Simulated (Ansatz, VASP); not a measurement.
**One calculation of MnS, two programs**

Contents of INCAR:

```
SYSTEM = MnS
ALGO     = Normal         ! electronic algorithm
EDIFF    = 1E-6           ! SCF threshold, eV
ENCUT    = 500            ! plane-wave cutoff, eV
GGA      = PE             ! functional
GGA_COMPAT= .FALSE.      
ISIF     = 2              ! what is computed and relaxed
ISMEAR   = 0              ! smearing method
ISPIN    = 2              ! spin polarisation
LASPH    = .TRUE.         ! aspherical terms in the spheres
LCHARG   = .FALSE.        ! write CHGCAR
LMAXMIX  = 4              ! l up to which the mixer works
LORBIT   = 11             ! projections on sites
LREAL    = .FALSE.        ! projectors in reciprocal space
LWAVE    = .FALSE.        ! write WAVECAR
MAGMOM   = 5 5 0 0        ! initial moments
NBANDS   = 31             ! bands
NELM     = 200            ! most SCF steps
PREC     = Accurate       ! precision mode
SIGMA    = 0.05           ! smearing width, eV
```

File KPOINTS:

```
k-points
0
G
  8 8 8
  0 0 0
```

File POSCAR:

```
MnS
1.0
   -2.8223248431     -2.8223248431      5.6446496862
   -5.6446496862     -2.8223248431      2.8223248431
   -2.8223248431     -5.6446496862      2.8223248431
Mn S
2 2
Direct
    0.0000000000      0.0000000000      0.0000000000
    0.5000000000      0.5000000000      0.5000000000
    0.6250000000     -0.3750000000     -0.3750000000
    1.1250000000      0.1250000000      0.1250000000
```

Input for Ansatz:

```yaml
crystal:
  lattice:
    - [-2.8223248431, -2.8223248431, 5.6446496862]
    - [-5.6446496862, -2.8223248431, 2.8223248431]
    - [-2.8223248431, -5.6446496862, 2.8223248431]
  atoms:
    - { symbol: Mn, position: [0.0, 0.0, 0.0], spin: 5.0 }
    - { symbol: S, position: [0.625, -0.375, -0.375] }
    - { symbol: Mn, position: [0.5, 0.5, 0.5], spin: 5.0 }
    - { symbol: S, position: [1.125, 0.125, 0.125] }
basis:
  ecutwfc: 420
  ecutrho_ratio: 4
kpoints:
  mp_grid: { grid: [8, 8, 8] }
hamiltonian:
  xc: pbe
scf:
  occupations: { method: gaussian, width: 0.05 }
  lower_state_search: "off"
output:
  forces: true
  stress: true
  eigenvalues: true
  populations: true
magnetization:
  spin_polarized: true
```

Alike in both runs: task single point; functional PBE; k mesh 8 × 8 × 8; occupations gaussian, width 0.05 eV; collinear spin.

```csv
,VASP,Ansatz
version,VASP 6.6.1,Ansatz 0.2.0
potentials or method,"VASP PAW PBE potentials, release 64 (Mn_pv, S), cutoff 500 eV","scalar-relativistic, plane waves, PAW"
valence electrons in the cell,38,42
```

|  | VASP | Ansatz | Ansatz less VASP |
| --- | --- | --- | --- |
| gap on the k mesh at the Fermi level (eV) | none | none | - |
| pressure (GPa) | 0.1 | 0.1 | 0.00 |
| net moment per atom (μB) | 2.49 | 2.49 | 0.000 |
| size of the moment on the site where the two differ most (μB) | 4.37 | 4.22 | -0.158 |

Site moments also hang on the region over which each program counts them. A gap of «none» marks a metal or a gap that the smearing closes. VASP's potentials hold 38 valence electrons a cell and Ansatz's 42, so a difference there can come from the potentials and not from the codes.
